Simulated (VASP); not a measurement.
# Nb3O (Pm-3n) in VASP: further runs

Runs on Nb3O. Level: PBEsol. Tasks: relaxation of cell and atoms, single point.

Program: VASP 6.6.1. These are calculated values, not measurements. Logs are shortened: lines on timing, memory, paths and dates and some standing lists are left out, and cuts for length are marked.

## Step 1: The cell of the first run

The structure is cubic, space group Pm-3n (No. 223). The conventional cell has a = 4.910 Å, b = 4.910 Å, c = 4.910 Å, α = 90.00°, β = 90.00°, γ = 90.00°. Nb (site symmetry -4m2) has 10 Nb at 2.46 to 3.01 Å and 4 O at 2.74 Å within 3.2 Å. Within 3.6 Å of O (site symmetry m-3) lie 12 Nb at 2.74 Å.

## Step 2: Relaxation of cell and atoms, PBEsol

INCAR reads:

```
SYSTEM = Nb3O
PREC     = Accurate       ! precision mode
ENCUT    = 600            ! plane-wave cutoff, eV
EDIFF    = 1E-7           ! SCF threshold, eV
ISMEAR   = -1             ! smearing method
SIGMA    = 0.15           ! smearing width, eV
LREAL    = .FALSE.        ! projectors in reciprocal space
LASPH    = .TRUE.         ! aspherical terms in the spheres
NELM     = 80             ! most SCF steps
ALGO     = Normal         ! electronic algorithm
ISIF     = 3              ! what is computed and relaxed
LWAVE    = .FALSE.        ! write WAVECAR
LCHARG   = .FALSE.        ! write CHGCAR
GGA      = PS             ! functional
IBRION   = 2              ! ionic algorithm
NSW      = 80             ! ionic steps
EDIFFG   = -0.001         ! ionic threshold
```

KPOINTS reads:

```
Automatic mesh
0
G
  8 8 8
  0 0 0
```

POSCAR reads:

```
Nb3O
1.0
    4.9102385954      0.0000000000      0.0000000000
    0.0000000000      4.9102385954      0.0000000000
    0.0000000000      0.0000000000      4.9102385954
Nb O
6 2
Direct
    0.2500000000      0.0000000000      0.5000000000
    0.5000000000      0.7500000000      0.0000000000
    0.7500000000      0.0000000000      0.5000000000
    0.5000000000      0.2500000000      0.0000000000
    0.0000000000      0.5000000000      0.7500000000
    0.0000000000      0.5000000000      0.2500000000
    0.0000000000      0.0000000000      0.0000000000
    0.5000000000      0.5000000000      0.5000000000
```

Potentials or basis: VASP PAW PBE potentials, release 64 (Nb_sv, O).

The run is started by

```sh
$ cat potpaw_PBE.64/Nb_sv/POTCAR potpaw_PBE.64/O/POTCAR > POTCAR
$ mpirun -np 1 vasp_std > vasp.out
```

OUTCAR:

```text
SYSTEM = Nb3O
   PREC = Accurate
   ENCUT = 600
   EDIFF = 1E-7
   ISMEAR = -1
   LREAL = .FALSE.
   LASPH = .TRUE.
   NELM = 80
   ISIF = 3
   GGA = PS
   IBRION = 2
   NSW = 80
   EDIFFG = -0.001

 ion  position               nearest neighbor table
   1  0.250  0.000  0.500-   3 2.46   3 2.46   4 3.01   5 3.01   6 3.01   2 3.01   4 3.01   5 3.01
                             6 3.01   2 3.01
   2  0.500  0.750  0.000-   4 2.46   4 2.46   1 3.01   5 3.01   6 3.01   1 3.01   3 3.01   3 3.01
                             5 3.01   6 3.01
   3  0.750  0.000  0.500-   1 2.46   1 2.46   4 3.01   5 3.01   6 3.01   2 3.01   4 3.01   5 3.01
                             6 3.01   2 3.01
   4  0.500  0.250  0.000-   2 2.46   2 2.46   3 3.01   5 3.01   6 3.01   1 3.01   3 3.01   1 3.01
                             5 3.01   6 3.01
   5  0.000  0.500  0.750-   6 2.46   6 2.46   3 3.01   4 3.01   1 3.01   2 3.01   1 3.01   3 3.01
                             2 3.01   4 3.01
   6  0.000  0.500  0.250-   5 2.46   5 2.46   3 3.01   4 3.01   1 3.01   2 3.01   1 3.01   3 3.01
                             2 3.01   4 3.01
   7  0.000  0.000  0.000-
   8  0.500  0.500  0.500-

  LATTYP: Found a simple cubic cell.
 ALAT       =     4.9102385954

  Lattice vectors:

 A1 = (   4.9102385954,   0.0000000000,   0.0000000000)
 A2 = (   0.0000000000,   4.9102385954,   0.0000000000)
 A3 = (   0.0000000000,   0.0000000000,   4.9102385954)

Analysis of symmetry for initial positions (statically):
=====================================================================
 Subroutine PRICEL returns:
 Original cell was already a primitive cell.

 Routine SETGRP: Setting up the symmetry group for a
 simple cubic supercell.

 Subroutine GETGRP returns: Found 48 space group operations
 (whereof 24 operations were pure point group operations)
 out of a pool of 48 trial point group operations.

The static configuration has the point symmetry T_h .
 The point group associated with its full space group is O_h .

Analysis of symmetry for dynamics (positions and initial velocities):
=====================================================================
 Subroutine PRICEL returns:
 Original cell was already a primitive cell.

 Routine SETGRP: Setting up the symmetry group for a
 simple cubic supercell.

 Subroutine GETGRP returns: Found 48 space group operations
 (whereof 24 operations were pure point group operations)
 out of a pool of 48 trial point group operations.

The dynamic configuration has the point symmetry T_h .
 The point group associated with its full space group is O_h .
[... 114 lines left out ...]
   NSW    =     80    number of steps for IOM
   IBRION =      2    ionic relax: 0-MD 1-quasi-New 2-CG
   NFREE  =      1    steps in history (QN), initial steepest desc. (CG)
   ISIF   =      3    stress and relaxation
   ISYM   =      2    0-nonsym 1-usesym 2-fastsym
   POTIM  = 0.5000    time-step for ionic-motion
   TEBEG  =    0.0;   TEEND  =   0.0 temperature during run
   PSTRESS=    0.0 pullay stress
   NELECT =      90.0000    total number of electrons
   NUPDOWN=      -1.0000    fix difference up-down
   EMIN   =  10.00;   EMAX   =-10.00  energy-range for DOS
   EFERMI =   0.00;   METHOD = LEGACY
   ISMEAR =    -1;   SIGMA  =   0.15  broadening in eV -4-tet -1-fermi 0-gaus
   EFERMI_NEDOS =   21; number of points for ismear=-14 and -15
   IALGO  =     38    algorithm
   IMIX   =      4    mixing-type and parameters
     AMIX     =   0.40;   BMIX     =  1.00
     AMIX_MAG =   1.60;   BMIX_MAG =  1.00
  volume/ion in A,a.u.               =      14.80        99.87
  Fermi-wavevector in a.u.,A,eV,Ry     =   1.494123  2.823483 30.373702  2.232404
  Thomas-Fermi vector in A             =   2.606436
   LORBIT       =      0    0 simple, 1 ext, 2 COOP (PROOUT), +10 PAW based schemes
   GGA     = PS    functional components
   LHFCALC =     F    Hartree Fock is set to
   AEXX    =    0.0000 exact exchange contribution
   IVDW    =     0    specifies the selected vdW correction
   LEPSILON=     F    determine dielectric tensor
   LRPA    =     F    only Hartree local field effects (RPA)
 conjugate gradient relaxation of ions
 non-spin polarized calculation
  energy-cutoff  :      600.00
  volume of cell :      118.39
 maximum number of plane-waves:      3974
 NGX is ok and might be reduce to    40
   NGX = 19   NGY = 19   NGZ = 19

--------------------------------------- Ionic step        1  -------------------------------------------

 number of electron      89.9999989 magnetization

 Free energy of the ion-electron system (eV)
  ---------------------------------------------------
  ext. energy  EPLUGINS =         0.00000000
  ---------------------------------------------------
  free energy    TOTEN  =       -75.11359080 eV

  energy without entropy =      -74.76756906  energy(sigma->0) =      -74.94057993

------------------------ aborting loop because EDIFF is reached ----------------------------------------

  FORCE on cell =-STRESS in cart. coord.  units (eV):
  Direction    XX          YY          ZZ          XY          YZ          ZX
  --------------------------------------------------------------------------------------
  -------------------------------------------------------------------------------------
  Total        0.1739654      0.1739654      0.1739654      0.0000000     -0.0000000     -0.0000000
  in kB        2.3543217      2.3543217      2.3543217      0.0000000     -0.0000000     -0.0000000
  external PRESSURE =       2.3543217 kB  Pullay stress =       0.0000000 kB
[... 71 lines left out ...]
--------------------------------------- Ionic step        3  -------------------------------------------

 number of electron      89.9999989 magnetization

 Free energy of the ion-electron system (eV)
  ---------------------------------------------------
  ext. energy  EPLUGINS =         0.00000000
  ---------------------------------------------------
  free energy    TOTEN  =       -75.11371596 eV

  energy without entropy =      -74.76676165  energy(sigma->0) =      -74.94023881

 E-fermi :  11.2888     XC(G=0): -12.7334

 val. band max:       11.2301057564   @ k =   0.5000   0.5000   0.0000
 cond. band min:      11.2965694955   @ k =   0.3750   0.3750   0.0000
 fundamental gap:      0.0664637391
 Fermi energy:        11.2888037206

 k-point     1 :       0.0000    0.0000    0.0000
  band No.  band energies     occupation
      1     -43.6278      2.00000
      2     -43.4486      2.00000
      3     -43.4486      2.00000
      4     -42.9933      2.00000
      5     -42.9933      2.00000
      6     -42.9933      2.00000
[... 1357 lines left out ...]
     53      12.9795      0.00003
     54      13.1399      0.00001

 [... further k-points ...]
[... 5 lines left out ...]
  --------------------------------------------------------------------------------------
  -------------------------------------------------------------------------------------
  Total       -0.0051307     -0.0051307     -0.0051307     -0.0000000      0.0000000      0.0000000
  in kB       -0.0693361     -0.0693361     -0.0693361     -0.0000000      0.0000000      0.0000000
  external PRESSURE =      -0.0693361 kB  Pullay stress =       0.0000000 kB
[... 23 lines left out ...]
  FREE ENERGIE OF THE ION-ELECTRON SYSTEM (eV)
  ---------------------------------------------------
  free  energy   TOTEN  =       -75.1137159601 eV

  energy  without entropy=      -74.7667616525  energy(sigma->0) =      -74.94023881

 reached required accuracy - stopping structural energy minimisation
```

Run time: 7.3 min. Hardware: 1 thread of Intel Xeon Platinum 8488C (Sapphire Rapids), shared host; peak memory 0.37 GiB.

Results:

- Free energy: -75.1137 eV
- Relaxed volume: 14.82 Å³/atom
- Relaxed cell: a = 4.913 Å, b = 4.913 Å, c = 4.913 Å, α = 90.00°, β = 90.00°, γ = 90.00°
- Space group after relaxing (to 0.1 Å): Pm-3n (No. 223)
- Energy gained by relaxing: 0.0 meV/atom
- Ionic steps: 3
- Pressure after relaxing: 0.0 GPa
- Band gap on the k mesh: zero (bands 45 and 46 overlap by 0.46 eV)

Step by step:
```tsv
step	energy change (eV)	largest force (eV/Å)	pressure (GPa)	volume (Å³)
1	0.0000	0.0000	0.24	118.39
2	0.0001	0.0000	-0.30	118.76
3	-0.0001	0.0000	-0.01	118.56
```

Final structure:
```
Nb O
1.0
     4.91256    0.00000    0.00000
     0.00000    4.91256    0.00000
     0.00000    0.00000    4.91256
Nb O
6 2
Direct
  0.25000 0.00000 0.50000
  0.50000 0.75000 0.00000
  0.75000 0.00000 0.50000
  0.50000 0.25000 0.00000
  0.00000 0.50000 0.75000
  0.00000 0.50000 0.25000
  0.00000 0.00000 0.00000
  0.50000 0.50000 0.50000
```

Caveat: the PAW data sets were made with another functional, which shifts forces and pressure a little.

## Step 3: Single point, PBEsol

This run uses another cell than the first one, of 14.69 Å³/atom.

INCAR reads:

```
PREC = Accurate
ENCUT = 520
EDIFF = 1E-6
ISMEAR = 0
SIGMA = 0.1
LREAL = False
LASPH = True
NELM = 100
ALGO = Normal
ISIF = 2
LWAVE = False
LCHARG = False
GGA = PS
NBANDS = 55
```

KPOINTS reads:

```
Automatic mesh
0
Gamma
  4 4 4
```

Edit POSCAR of step 2 so:

```diff
@@ -2,5 +2,5 @@
 1.0
-    4.9102385954      0.0000000000      0.0000000000
-    0.0000000000      4.9102385954      0.0000000000
-    0.0000000000      0.0000000000      4.9102385954
+    4.8979265529      0.0000000000      0.0000000000
+    0.0000000000      4.8979265529      0.0000000000
+    0.0000000000      0.0000000000      4.8979265529
 Nb O
```

Potentials or basis: VASP PAW PBE potentials, release 64 (Nb_sv, O).

The run is started by

```sh
$ cat potpaw_PBE.64/Nb_sv/POTCAR potpaw_PBE.64/O/POTCAR > POTCAR
$ mpirun -np 1 vasp_std > vasp.out
```

OUTCAR:

```text
PREC = Accurate
   ENCUT = 520
   EDIFF = 1E-6
   ISMEAR = 0
   LREAL = False
   LASPH = True
   NELM = 100
   ISIF = 2
   GGA = PS

 ion  position               nearest neighbor table
   1  0.250  0.000  0.500-   3 2.45   3 2.45   4 3.00   5 3.00   6 3.00   2 3.00   4 3.00   5 3.00
                             6 3.00   2 3.00
   2  0.500  0.750  0.000-   4 2.45   4 2.45   1 3.00   5 3.00   6 3.00   1 3.00   3 3.00   3 3.00
                             5 3.00   6 3.00
   3  0.750  0.000  0.500-   1 2.45   1 2.45   4 3.00   5 3.00   6 3.00   2 3.00   4 3.00   5 3.00
                             6 3.00   2 3.00
   4  0.500  0.250  0.000-   2 2.45   2 2.45   3 3.00   5 3.00   6 3.00   1 3.00   3 3.00   1 3.00
                             5 3.00   6 3.00
   5  0.000  0.500  0.750-   6 2.45   6 2.45   3 3.00   4 3.00   1 3.00   2 3.00   1 3.00   3 3.00
                             2 3.00   4 3.00
   6  0.000  0.500  0.250-   5 2.45   5 2.45   3 3.00   4 3.00   1 3.00   2 3.00   1 3.00   3 3.00
                             2 3.00   4 3.00
   7  0.000  0.000  0.000-
   8  0.500  0.500  0.500-

  LATTYP: Found a simple cubic cell.
 ALAT       =     4.8979265529

  Lattice vectors:

 A1 = (   4.8979265529,   0.0000000000,   0.0000000000)
 A2 = (   0.0000000000,   4.8979265529,   0.0000000000)
 A3 = (   0.0000000000,   0.0000000000,   4.8979265529)

Analysis of symmetry for initial positions (statically):
=====================================================================
 Subroutine PRICEL returns:
 Original cell was already a primitive cell.

 Routine SETGRP: Setting up the symmetry group for a
 simple cubic supercell.

 Subroutine GETGRP returns: Found 48 space group operations
 (whereof 24 operations were pure point group operations)
 out of a pool of 48 trial point group operations.

The static configuration has the point symmetry T_h .
 The point group associated with its full space group is O_h .

Analysis of symmetry for dynamics (positions and initial velocities):
=====================================================================
 Subroutine PRICEL returns:
 Original cell was already a primitive cell.

 Routine SETGRP: Setting up the symmetry group for a
 simple cubic supercell.

 Subroutine GETGRP returns: Found 48 space group operations
 (whereof 24 operations were pure point group operations)
 out of a pool of 48 trial point group operations.

The dynamic configuration has the point symmetry T_h .
 The point group associated with its full space group is O_h .

 Subroutine INISYM returns: Found 48 space group operations
 (whereof 24 operations are pure point group operations),
 and found     1 'primitive' translations

----------------------------------------------------------------------------------------

                                     Primitive cell

  volume of cell :     117.4997

  direct lattice vectors                    reciprocal lattice vectors
     4.897926553  0.000000000  0.000000000     0.204168027  0.000000000  0.000000000
     0.000000000  4.897926553  0.000000000     0.000000000  0.204168027  0.000000000
     0.000000000  0.000000000  4.897926553     0.000000000  0.000000000  0.204168027

  length of vectors
     4.897926553  4.897926553  4.897926553     0.204168027  0.204168027  0.204168027

[... 46 lines left out ...]

 Following reciprocal coordinates:
            Coordinates               Weight
  0.000000  0.000000  0.000000      1.000000
  0.250000  0.000000  0.000000      6.000000
  0.500000  0.000000  0.000000      3.000000
  0.250000  0.250000  0.000000     12.000000
  0.500000  0.250000  0.000000     12.000000
  0.500000  0.500000  0.000000      3.000000
  0.250000  0.250000  0.250000      8.000000
  0.500000  0.250000  0.250000     12.000000
  0.500000  0.500000  0.250000      6.000000
  0.500000  0.500000  0.500000      1.000000
   k-points           NKPTS =     10   k-points in BZ     NKDIM =     10   number of bands    NBANDS=     55
   number of dos      NEDOS =    301   number of ions     NIONS =      8
   total plane-waves  NPLWV =  46656
   dimension x,y,z NGX =    36 NGY =   36 NGZ =   36
   dimension x,y,z NGXF=    72 NGYF=   72 NGZF=   72
   ions per type =               6   2
   NGX,Y,Z   is equivalent  to a cutoff of  12.22, 12.22, 12.22 a.u.
   NGXF,Y,Z  is equivalent  to a cutoff of  24.44, 24.44, 24.44 a.u.
 SYSTEM =  unknown system
   PREC   = accura    normal or accurate (medium, high low for compatibility)
   ISTART =      0    job   : 0-new  1-cont  2-samecut
   ICHARG =      2    charge: 1-file 2-atom 10-const
   ISPIN  =      1    spin polarized calculation?
   LNONCOLLINEAR =      F non collinear calculations
   LSORBIT =      F    spin-orbit coupling
   LASPH  =      T    aspherical Exc in radial PAW
   ENCUT  =  520.0 eV  38.22 Ry    6.18 a.u.   9.11  9.11  9.11*2*pi/ulx,y,z
   NELM   =    100;   NELMIN=  2; NELMDL= -5     # of ELM steps
   EDIFF  = 0.1E-05   stopping-criterion for ELM
   LREAL  =      F    real-space projection
[... 7 lines left out ...]
   TEBEG  =    0.0;   TEEND  =   0.0 temperature during run
   PSTRESS=    0.0 pullay stress
   NELECT =      90.0000    total number of electrons
   NUPDOWN=      -1.0000    fix difference up-down
   EMIN   =  10.00;   EMAX   =-10.00  energy-range for DOS
   EFERMI =   0.00;   METHOD = LEGACY
   ISMEAR =     0;   SIGMA  =   0.10  broadening in eV -4-tet -1-fermi 0-gaus
   EFERMI_NEDOS =   21; number of points for ismear=-14 and -15
   IALGO  =     38    algorithm
   IMIX   =      4    mixing-type and parameters
     AMIX     =   0.40;   BMIX     =  1.00
     AMIX_MAG =   1.60;   BMIX_MAG =  1.00
  volume/ion in A,a.u.               =      14.69        99.12
  Fermi-wavevector in a.u.,A,eV,Ry     =   1.497879  2.830581 30.526596  2.243642
  Thomas-Fermi vector in A             =   2.609710
   LORBIT       =      0    0 simple, 1 ext, 2 COOP (PROOUT), +10 PAW based schemes
   GGA     = PS    functional components
   LHFCALC =     F    Hartree Fock is set to
   AEXX    =    0.0000 exact exchange contribution
   IVDW    =     0    specifies the selected vdW correction
   LEPSILON=     F    determine dielectric tensor
   LRPA    =     F    only Hartree local field effects (RPA)
 non-spin polarized calculation
 Gauss-broadening in eV      SIGMA  =   0.10
  energy-cutoff  :      520.00
  volume of cell :      117.50
 maximum number of plane-waves:      3184
   NGX = 19   NGY = 19   NGZ = 19

 number of electron      89.9999979 magnetization

 Free energy of the ion-electron system (eV)
  ---------------------------------------------------
  ext. energy  EPLUGINS =         0.00000000
  ---------------------------------------------------
  free energy    TOTEN  =       -75.04101325 eV

  energy without entropy =      -75.02368537  energy(sigma->0) =      -75.03234931

 E-fermi :  11.6048     XC(G=0): -12.7837

 val. band max:       11.4956420068   @ k =   0.0000   0.0000   0.0000
 cond. band min:      11.6361487600   @ k =   0.5000   0.0000   0.0000
 fundamental gap:      0.1405067532
 Fermi energy:        11.6048322234

 k-point     1 :       0.0000    0.0000    0.0000
  band No.  band energies     occupation
      1     -43.5231      2.00000
      2     -43.3376      2.00000
      3     -43.3376      2.00000
      4     -42.8673      2.00000
      5     -42.8673      2.00000
      6     -42.8673      2.00000
[... 569 lines left out ...]
     54      13.1462      0.00000
     55      13.1462      0.00000

------------------------ aborting loop because EDIFF is reached ----------------------------------------

  FORCE on cell =-STRESS in cart. coord.  units (eV):
  Direction    XX          YY          ZZ          XY          YZ          ZX
  --------------------------------------------------------------------------------------
  -------------------------------------------------------------------------------------
  Total        0.0339286      0.0339286      0.0339286     -0.0000000      0.0000000      0.0000000
  in kB        0.4626369      0.4626369      0.4626369     -0.0000000      0.0000000      0.0000000
  external PRESSURE =       0.4626369 kB  Pullay stress =       0.0000000 kB

 VOLUME and BASIS-vectors are now :
 -----------------------------------------------------------------------------
  energy-cutoff  :      520.00
  volume of cell :      117.50
      direct lattice vectors                 reciprocal lattice vectors
     4.897926553  0.000000000  0.000000000     0.204168027  0.000000000  0.000000000
     0.000000000  4.897926553  0.000000000     0.000000000  0.204168027  0.000000000
     0.000000000  0.000000000  4.897926553     0.000000000  0.000000000  0.204168027

 POSITION                                       TOTAL-FORCE (eV/Angst)
 -----------------------------------------------------------------------------------
      1.22448      0.00000      2.44896        -0.000000      0.000000     -0.000000
      2.44896      3.67344      0.00000         0.000000      0.000000      0.000000
      3.67344      0.00000      2.44896         0.000000      0.000000      0.000000
      2.44896      1.22448      0.00000         0.000000     -0.000000      0.000000
      0.00000      2.44896      3.67344        -0.000000     -0.000000     -0.000000
      0.00000      2.44896      1.22448         0.000000      0.000000      0.000000
      0.00000      0.00000      0.00000         0.000000     -0.000000     -0.000000
      2.44896      2.44896      2.44896         0.000000     -0.000000     -0.000000
 -----------------------------------------------------------------------------------
    total drift:                                0.000000      0.000000     -0.000000

  FREE ENERGIE OF THE ION-ELECTRON SYSTEM (eV)
  ---------------------------------------------------
  free  energy   TOTEN  =       -75.0410132502 eV

  energy  without entropy=      -75.0236853663  energy(sigma->0) =      -75.03234931
```

It took 3.4 min on 1 thread of Intel Xeon 8259CL, shared host; peak memory 0.19 GiB.

Results:

| Item | Value |
| --- | --- |
| Free energy | -75.0410 eV |
| Pressure | 0.0 GPa |
| Band gap on the k mesh | zero (bands 45 and 46 overlap by 0.48 eV) |

Caveat: the PAW data sets were made with another functional, which shifts forces and pressure a little.

The gap in the log of VASP goes by the Fermi energy; the results here count the filled bands.